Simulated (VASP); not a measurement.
# HgTe (I-4m2) in VASP: notebook

The runs below take HgTe through electric field gradients, with PBE.

Everything below comes from runs of VASP 6.6.1. Logs are shortened: lines on timing, memory, paths and dates and some standing lists are left out, and cuts for length are marked.

**1. The cell of the first run**

It takes space group I-4m2 (No. 119, tetragonal). Conventional cell: a = 4.605 Å, b = 4.605 Å, c = 6.318 Å, α = 90.00°, β = 90.00°, γ = 90.00°. Within 3.7 Å of Hg (site symmetry -4m2) lie 4 Te at 2.79 Å. Within 3.7 Å of Te (site symmetry -4m2) lie 4 Hg at 2.79 Å.

**2. Electric field gradients, PBE (z stretched by -2 % at fixed volume)**

File INCAR:

```
ALGO     = Normal         # electronic algorithm
EDIFF    = 1E-8           # SCF threshold, eV
ENCUT    = 520            # plane-wave cutoff, eV
GGA      = PE             # functional
ISIF     = 2              # what is computed and relaxed
ISMEAR   = -1             # smearing method
LASPH    = T              # aspherical terms in the spheres
LCHARG   = F              # write CHGCAR
LEFG     = T            
LREAL    = F              # projectors in reciprocal space
LWAVE    = F              # write WAVECAR
NBANDS   = 16             # bands
NELM     = 100            # most SCF steps
PREC     = Accurate       # precision mode
SIGMA    = 0.05           # smearing width, eV
```

File KPOINTS:

```
k-points
0
Gamma
  9 9 9
```

File POSCAR:

```
HgTe
1.0
    0.0000000000      3.2562267275      3.1590300000
    3.2562267275      0.0000000000      3.1590300000
    3.2562267275      3.2562267275      0.0000000000
Hg Te
1 1
Direct
    0.0000000000      0.0000000000      0.0000000000
    0.7500000000      0.7500000000      0.7500000000
```

Potentials or basis: VASP PAW PBE potentials, release 64 (Hg, Te).

Run with:

```bash
> cat potpaw_PBE.64/Hg/POTCAR potpaw_PBE.64/Te/POTCAR > POTCAR
> mpirun -np 1 vasp_std > vasp.out
```

OUTCAR:

```text
EDIFF = 1E-8
   ENCUT = 520
   GGA = PE
   ISIF = 2
   ISMEAR = -1
   LASPH = T
   LREAL = F
   NELM = 100
   PREC = Accurate

 ion  position               nearest neighbor table
   1  0.000  0.000  0.000-   2 2.79   2 2.79   2 2.79   2 2.79
   2  0.750  0.750  0.750-   1 2.79   1 2.79   1 2.79   1 2.79

  LATTYP: Found a body centered tetragonal cell.
 ALAT       =     4.6050000002
 C/A-ratio  =     1.3719999999

  Lattice vectors:

 A1 = (   0.0000000000,  -3.2562267275,  -3.1590300000)
 A2 = (   0.0000000000,   3.2562267275,  -3.1590300000)
 A3 = (   3.2562267275,   0.0000000000,   3.1590300000)

Analysis of symmetry for initial positions (statically):
=====================================================================
 Subroutine PRICEL returns:
 Original cell was already a primitive cell.

 Routine SETGRP: Setting up the symmetry group for a
 body centered tetragonal supercell.

 Subroutine GETGRP returns: Found  8 space group operations
 (whereof  8 operations were pure point group operations)
 out of a pool of 16 trial point group operations.

The static configuration has the point symmetry D_2d.

Analysis of symmetry for dynamics (positions and initial velocities):
=====================================================================
 Subroutine PRICEL returns:
 Original cell was already a primitive cell.

 Routine SETGRP: Setting up the symmetry group for a
 body centered tetragonal supercell.

 Subroutine GETGRP returns: Found  8 space group operations
 (whereof  8 operations were pure point group operations)
 out of a pool of 16 trial point group operations.

The dynamic configuration has the point symmetry D_2d.

 Subroutine INISYM returns: Found  8 space group operations
 (whereof  8 operations are pure point group operations),
 and found     1 'primitive' translations

----------------------------------------------------------------------------------------

                                     Primitive cell

  volume of cell :      66.9905

  direct lattice vectors                    reciprocal lattice vectors
     0.000000000  3.256226728  3.159030000    -0.153551961  0.153551961  0.158276433
     3.256226728  0.000000000  3.159030000     0.153551961 -0.153551961  0.158276433
     3.256226728  3.256226728  0.000000000     0.153551961  0.153551961 -0.158276433

  length of vectors
     4.536792153  4.536792153  4.605000000     0.268715163  0.268715163  0.268715163

  position of ions in fractional coordinates (direct lattice)
     0.000000000  0.000000000  0.000000000
     0.750000000  0.750000000  0.750000000

  ion indices of the primitive-cell ions
   primitive index   ion index
                 1           1
                 2           2

----------------------------------------------------------------------------------------

 KPOINTS: k-points

Automatic generation of k-mesh.
 Grid dimensions read from file:
 generate k-points for:    9    9    9

 Generating k-lattice:

  Cartesian coordinates                     Fractional coordinates (reciprocal lattice)
    -0.017061329  0.017061329  0.017586270     0.111111111 -0.000000000  0.000000000
     0.017061329 -0.017061329  0.017586270    -0.000000000  0.111111111  0.000000000
     0.017061329  0.017061329 -0.017586270     0.000000000  0.000000000  0.111111111

  Length of vectors
     0.029857240  0.029857240  0.029857240

  Shift w.r.t. Gamma in fractional coordinates (k-lattice)
     0.000000000  0.000000000  0.000000000

 Subroutine IBZKPT returns following result:
 ===========================================

 Found     75 irreducible k-points:

 Following reciprocal coordinates:
            Coordinates               Weight
  0.000000  0.000000  0.000000      1.000000
  0.111111  0.000000  0.000000      8.000000
  0.222222  0.000000  0.000000      8.000000
  0.333333  0.000000  0.000000      8.000000
  0.444444  0.000000  0.000000      8.000000
  0.111111  0.111111  0.000000      2.000000
[... 16 lines left out ...]
 -0.333333  0.333333  0.000000      4.000000
  0.444444  0.444444  0.000000      2.000000
 [... further k-points ...]
   k-points           NKPTS =     75   k-points in BZ     NKDIM =     75   number of bands    NBANDS=     16
   number of dos      NEDOS =    301   number of ions     NIONS =      2
   total plane-waves  NPLWV =  46656
   dimension x,y,z NGX =    36 NGY =   36 NGZ =   36
   dimension x,y,z NGXF=    72 NGYF=   72 NGZF=   72
   ions per type =               1   1
   NGX,Y,Z   is equivalent  to a cutoff of  13.19, 13.19, 13.00 a.u.
   NGXF,Y,Z  is equivalent  to a cutoff of  26.38, 26.38, 25.99 a.u.
 SYSTEM =  unknown system
   PREC   = accura    normal or accurate (medium, high low for compatibility)
   ISTART =      0    job   : 0-new  1-cont  2-samecut
   ICHARG =      2    charge: 1-file 2-atom 10-const
   ISPIN  =      1    spin polarized calculation?
   LNONCOLLINEAR =      F non collinear calculations
   LSORBIT =      F    spin-orbit coupling
   LASPH  =      T    aspherical Exc in radial PAW
   ENCUT  =  520.0 eV  38.22 Ry    6.18 a.u.   8.44  8.44  8.56*2*pi/ulx,y,z
   NELM   =    100;   NELMIN=  2; NELMDL= -5     # of ELM steps
   EDIFF  = 0.1E-07   stopping-criterion for ELM
   LREAL  =      F    real-space projection
   EDIFFG = 0.1E-06   stopping-criterion for IOM
   NSW    =      0    number of steps for IOM
   IBRION =     -1    ionic relax: 0-MD 1-quasi-New 2-CG
   NFREE  =      0    steps in history (QN), initial steepest desc. (CG)
   ISIF   =      2    stress and relaxation
   ISYM   =      2    0-nonsym 1-usesym 2-fastsym
   POTIM  = 0.5000    time-step for ionic-motion
   TEBEG  =    0.0;   TEEND  =   0.0 temperature during run
   PSTRESS=    0.0 pullay stress
   NELECT =      18.0000    total number of electrons
   NUPDOWN=      -1.0000    fix difference up-down
   EMIN   =  10.00;   EMAX   =-10.00  energy-range for DOS
   EFERMI =   0.00;   METHOD = LEGACY
   ISMEAR =    -1;   SIGMA  =   0.05  broadening in eV -4-tet -1-fermi 0-gaus
   EFERMI_NEDOS =   21; number of points for ismear=-14 and -15
   IALGO  =     38    algorithm
   IMIX   =      4    mixing-type and parameters
     AMIX     =   0.40;   BMIX     =  1.00
     AMIX_MAG =   1.60;   BMIX_MAG =  1.00
  volume/ion in A,a.u.               =      33.50       226.04
  Fermi-wavevector in a.u.,A,eV,Ry     =   1.056399  1.996305 15.183815  1.115979
  Thomas-Fermi vector in A             =   2.191633
   LORBIT       =      0    0 simple, 1 ext, 2 COOP (PROOUT), +10 PAW based schemes
   GGA     = PE    functional components
[... 5 lines left out ...]
 non-spin polarized calculation
  energy-cutoff  :      520.00
  volume of cell :       66.99
 maximum number of plane-waves:      1824
 NGX is ok and might be reduce to    36
   NGX = 17   NGY = 17   NGZ = 17

 number of electron      17.9999999 magnetization

 Free energy of the ion-electron system (eV)
  ---------------------------------------------------
  ext. energy  EPLUGINS =         0.00000000
  ---------------------------------------------------
  free energy    TOTEN  =        -3.57010805 eV

  energy without entropy =       -3.56968775  energy(sigma->0) =       -3.56989790

 E-fermi :   3.2528     XC(G=0):  -8.7804

 val. band max:        3.2449316570   @ k =   0.0000   0.0000   0.0000
 cond. band min:       3.7903030388   @ k =   0.1111   0.0000   0.0000
 fundamental gap:      0.5453713818
 Fermi energy:         3.2527619255

 k-point     1 :       0.0000    0.0000    0.0000
  band No.  band energies     occupation
      1      -8.8609      2.00000
      2      -4.2199      2.00000
      3      -4.2199      2.00000
      4      -4.2131      2.00000
      5      -3.6901      2.00000
      6      -3.6688      2.00000
[... 8 lines left out ...]
     15      12.5505      0.00000
     16      12.9021      0.00000

 k-point     2 :       0.1111    0.0000    0.0000
  band No.  band energies     occupation
      1      -8.7985      2.00000
      2      -4.2028      2.00000
      3      -4.2021      2.00000
      4      -4.1913      2.00000
      5      -3.6911      2.00000
      6      -3.6714      2.00000
[... 8 lines left out ...]
     15      11.8686      0.00000
     16      12.0902      0.00000

 k-point     3 :       0.2222    0.0000    0.0000
  band No.  band energies     occupation
      1      -8.6340      2.00000
      2      -4.1624      2.00000
      3      -4.1564      2.00000
      4      -4.1007      2.00000
      5      -3.6888      2.00000
      6      -3.6745      2.00000
[... 8 lines left out ...]
     15      11.5973      0.00000
     16      11.7656      0.00000

 k-point     4 :       0.3333    0.0000    0.0000
  band No.  band energies     occupation
      1      -8.4353      2.00000
      2      -4.1236      2.00000
      3      -4.1121      2.00000
      4      -3.8699      2.00000
      5      -3.6756      2.00000
      6      -3.6688      2.00000
[... 8 lines left out ...]
     15      12.0719      0.00000
     16      12.0768      0.00000
[... 324 lines left out ...]
 k-point    22 :      -0.4444    0.3333    0.0000
  band No.  band energies     occupation
      1      -8.1006      2.00000
      2      -4.0266      2.00000
      3      -3.9321      2.00000
      4      -3.8279      2.00000
      5      -3.6461      2.00000
      6      -3.1832      2.00000
[... 8 lines left out ...]
     15      13.1260      0.00000
     16      14.9309      0.00000

 k-point    23 :      -0.3333    0.3333    0.0000
  band No.  band energies     occupation
      1      -8.1257      2.00000
      2      -4.0297      2.00000
      3      -3.9722      2.00000
      4      -3.7482      2.00000
      5      -3.6730      2.00000
      6      -3.2319      2.00000
[... 8 lines left out ...]
     15      12.1659      0.00000
     16      15.2859      0.00000

 k-point    24 :       0.4444    0.4444    0.0000
  band No.  band energies     occupation
      1      -8.0916      2.00000
      2      -4.0498      2.00000
      3      -3.8837      2.00000
      4      -3.8837      2.00000
      5      -3.6201      2.00000
      6      -3.2900      2.00000
[... 8 lines left out ...]
     15      13.3602      0.00000
     16      14.9316      0.00000

 [... further k-points ...]

------------------------ aborting loop because EDIFF is reached ----------------------------------------

  FORCE on cell =-STRESS in cart. coord.  units (eV):
  Direction    XX          YY          ZZ          XY          YZ          ZX
  --------------------------------------------------------------------------------------
  -------------------------------------------------------------------------------------
  Total        1.6822944      1.6822944      1.8205283      0.0000000      0.0000000      0.0000000
  in kB       40.2345877     40.2345877     43.5406581      0.0000000      0.0000000      0.0000000
  external PRESSURE =      41.3366111 kB  Pullay stress =       0.0000000 kB

 VOLUME and BASIS-vectors are now :
 -----------------------------------------------------------------------------
  energy-cutoff  :      520.00
  volume of cell :       66.99
      direct lattice vectors                 reciprocal lattice vectors
     0.000000000  3.256226728  3.159030000    -0.153551961  0.153551961  0.158276433
     3.256226728  0.000000000  3.159030000     0.153551961 -0.153551961  0.158276433
     3.256226728  3.256226728  0.000000000     0.153551961  0.153551961 -0.158276433

 POSITION                                       TOTAL-FORCE (eV/Angst)
 -----------------------------------------------------------------------------------
      0.00000      0.00000      0.00000         0.000000      0.000000      0.000000
      4.88434      4.88434      4.73855        -0.000000     -0.000000     -0.000000
 -----------------------------------------------------------------------------------
    total drift:                                0.000000      0.000000     -0.000000

  FREE ENERGIE OF THE ION-ELECTRON SYSTEM (eV)
  ---------------------------------------------------
  free  energy   TOTEN  =        -3.5701080468 eV

  energy  without entropy=       -3.5696877512  energy(sigma->0) =       -3.56989790

 Electric field gradients (V/A^2)
---------------------------------------------------------------------
 ion       V_xx      V_yy      V_zz      V_xy      V_xz      V_yz
---------------------------------------------------------------------
   1      -9.817    -9.817    19.633    -0.000    -0.000    -0.000
   2       7.406     7.406   -14.812    -0.000    -0.000    -0.000
---------------------------------------------------------------------

 Electric field gradients after diagonalization (V/A^2)
 (convention: |V_zz| > |V_xx| > |V_yy|)
----------------------------------------------------------------------
 ion       V_xx      V_yy      V_zz     asymmetry (V_yy - V_xx)/ V_zz
----------------------------------------------------------------------
   1      -9.817    -9.817    19.633       0.000
   2       7.406     7.406   -14.812       0.000
----------------------------------------------------------------------

           NMR quadrupolar parameters

 Cq : quadrupolar parameter    Cq=e*Q*V_zz/h
 eta: asymmetry parameters     (V_yy - V_xx)/ V_zz
 Q  : nuclear electric quadrupole moment in mb (millibarn)
----------------------------------------------------------------------
 ion       Cq(MHz)       eta       Q (mb)
----------------------------------------------------------------------
   1       0.047       0.000       1.000
   2      -0.036       0.000       1.000
----------------------------------------------------------------------
```

It took 97 s on 1 thread of Intel Xeon Platinum 8259CL at 2.50GHz (Skylake/Cascade Lake), shared host; peak memory 0.25 GiB.

Results:

- Free energy: -3.5701 eV
- Pressure: 4.1 GPa

Electric field gradients, principal values (V/Å²):
```csv
atom,least,middle,greatest (by size)
1 Hg,-9.817,-9.817,19.633
2 Te,7.406,7.406,-14.812
```

Caveat: without QUAD_EFG the Cq values of the log hold for a quadrupole moment of 1 mb, not for the nuclei; spin-orbit coupling is left out, which moves the levels of the heavy elements.

**3. Electric field gradients, PBE (z stretched by -2 % at fixed volume)**

File INCAR:

```
SYSTEM = HgTe
PREC = Accurate ; ENCUT = 520
EDIFF = 1E-8 ; ISMEAR = -1
SIGMA = 0.05 ; LREAL = .False.
LASPH = .True. ; NELM = 60
ALGO = Normal ; ISIF = 2
LWAVE = .False. ; LCHARG = .False.
GGA = PE ; LEFG = .True.
NBANDS = 16
```

File KPOINTS:

```
Automatic mesh
0
Gamma
  9 9 9
  0 0 0
```

POSCAR is that of step 2.

Potentials or basis: VASP PAW PBE potentials, release 64 (Hg, Te).

Run with:

```bash
> cat potpaw_PBE.64/Hg/POTCAR potpaw_PBE.64/Te/POTCAR > POTCAR
> mpirun -np 1 vasp_std > vasp.out
```

OUTCAR:

```text
SYSTEM = HgTe
   PREC = Accurate
   ENCUT = 520
   EDIFF = 1E-8
   ISMEAR = -1
   LREAL = .False.
   LASPH = .True.
   NELM = 60
   ISIF = 2
   GGA = PE

 ion  position               nearest neighbor table
   1  0.000  0.000  0.000-   2 2.79   2 2.79   2 2.79   2 2.79
   2  0.750  0.750  0.750-   1 2.79   1 2.79   1 2.79   1 2.79

  LATTYP: Found a body centered tetragonal cell.
 ALAT       =     4.6050000002
 C/A-ratio  =     1.3719999999

  Lattice vectors:

 A1 = (   0.0000000000,  -3.2562267275,  -3.1590300000)
 A2 = (   0.0000000000,   3.2562267275,  -3.1590300000)
 A3 = (   3.2562267275,   0.0000000000,   3.1590300000)

Analysis of symmetry for initial positions (statically):
=====================================================================
 Subroutine PRICEL returns:
 Original cell was already a primitive cell.

 Routine SETGRP: Setting up the symmetry group for a
[... 646 lines left out ...]
  volume of cell :       66.99
      direct lattice vectors                 reciprocal lattice vectors
     0.000000000  3.256226728  3.159030000    -0.153551961  0.153551961  0.158276433
     3.256226728  0.000000000  3.159030000     0.153551961 -0.153551961  0.158276433
     3.256226728  3.256226728  0.000000000     0.153551961  0.153551961 -0.158276433

 POSITION                                       TOTAL-FORCE (eV/Angst)
 -----------------------------------------------------------------------------------
      0.00000      0.00000      0.00000         0.000000      0.000000      0.000000
      4.88434      4.88434      4.73855        -0.000000     -0.000000     -0.000000
 -----------------------------------------------------------------------------------
    total drift:                                0.000000      0.000000     -0.000000

  FREE ENERGIE OF THE ION-ELECTRON SYSTEM (eV)
  ---------------------------------------------------
  free  energy   TOTEN  =        -3.5701080468 eV

  energy  without entropy=       -3.5696877512  energy(sigma->0) =       -3.56989790

 Electric field gradients (V/A^2)
---------------------------------------------------------------------
 ion       V_xx      V_yy      V_zz      V_xy      V_xz      V_yz
---------------------------------------------------------------------
   1      -9.817    -9.817    19.633    -0.000    -0.000    -0.000
   2       7.406     7.406   -14.812    -0.000    -0.000    -0.000
---------------------------------------------------------------------

 Electric field gradients after diagonalization (V/A^2)
 (convention: |V_zz| > |V_xx| > |V_yy|)
----------------------------------------------------------------------
 ion       V_xx      V_yy      V_zz     asymmetry (V_yy - V_xx)/ V_zz
----------------------------------------------------------------------
   1      -9.817    -9.817    19.633       0.000
   2       7.406     7.406   -14.812       0.000
----------------------------------------------------------------------

           NMR quadrupolar parameters

 Cq : quadrupolar parameter    Cq=e*Q*V_zz/h
 eta: asymmetry parameters     (V_yy - V_xx)/ V_zz
 Q  : nuclear electric quadrupole moment in mb (millibarn)
----------------------------------------------------------------------
 ion       Cq(MHz)       eta       Q (mb)
----------------------------------------------------------------------
   1       0.047       0.000       1.000
   2      -0.036       0.000       1.000
----------------------------------------------------------------------
```

stdout:

```text
POSCAR found type information on POSCAR HgTe
 POSCAR found :  2 types and       2 ions
 scaLAPACK will be used
 LDA part: xc-table for (Slater+PW92), standard interpolation
 POSCAR, INCAR and KPOINTS ok, starting setup
 FFT: planning ... GRIDC
 FFT: planning ... GRID_SOFT
 FFT: planning ... GRID
 WAVECAR not read
 entering main loop
ion   1

ion   2
```

It took 95 s on 1 thread of Intel Xeon Platinum 8259CL at 2.50GHz (Skylake/Cascade Lake), shared host; peak memory 0.26 GiB.

What came out:

```yaml
Free_energy: -3.5701 eV
Pressure: 4.1 GPa
```

Stress tensor (GPa, compression positive):
```
4.02 0.00 0.00
0.00 4.02 0.00
0.00 0.00 4.35
```

Levels at points of the mesh, in eV from the Fermi level:
| k point | band 7 | band 8 | band 9 | band 10 | band 11 | band 12 |
| --- | --- | --- | --- | --- | --- | --- |
| (0.00, 0.00, 0.00) | -0.78 | -0.11 | -0.11 | -0.01 | 4.15 | 4.15 |

Electric field gradients, principal values (V/Å²):
| atom | least | middle | greatest (by size) |
| --- | --- | --- | --- |
| 1 Hg | -9.817 | -9.817 | 19.633 |
| 2 Te | 7.406 | 7.406 | -14.812 |

Caveat: without QUAD_EFG the Cq values of the log hold for a quadrupole moment of 1 mb, not for the nuclei; spin-orbit coupling is left out, which moves the levels of the heavy elements.
